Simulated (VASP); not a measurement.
The system is Ca.

```
Ca
1.0
     0.00000    2.79000    2.79000
     2.79000    0.00000    2.79000
     2.79000    2.79000    0.00000
Ca
1
Direct
  0.00000 0.00000 0.00000
```

```yaml
Program: VASP 6.6.1
Task: relaxation of cell and atoms
Functional: PBEsol
Potentials_or_basis: VASP PAW PBE potentials, release 64 (Ca_sv)
Cutoff: 600 eV
k_mesh: 17 × 17 × 17
Occupations: methfessel-paxton, width 0.1 eV
Spin: no spin polarisation
```

At the start: pressure -1.1 GPa; volume 43.44 Å³/atom.

Q: How do energy, volume and symmetry change on relaxing?

A: Over 4 steps the energy falls by 9.7 meV/atom and the volume is 40.65 Å³/atom (-6.4 %); space group Fm-3m (No. 225, to 0.1 Å) before and after.

Step by step:
| step | energy change (eV) | largest force (eV/Å) | pressure (GPa) | volume (Å³) |
| --- | --- | --- | --- | --- |
| 1 | 0.0000 | 0.0000 | -1.06 | 43.44 |
| 2 | -0.0084 | 0.0000 | -0.41 | 41.65 |
| 3 | -0.0097 | 0.0000 | -0.02 | 40.70 |
| 4 | -0.0097 | 0.0000 | 0.00 | 40.65 |

Final structure:
```
Ca
1.0
     0.00000    2.72903    2.72903
     2.72903    0.00000    2.72903
     2.72903    2.72903    0.00000
Ca
1
Cartesian
  2.7290 2.7290 0.0000
```

Caveat: the PAW data sets were made with another functional, which shifts forces and pressure a little.
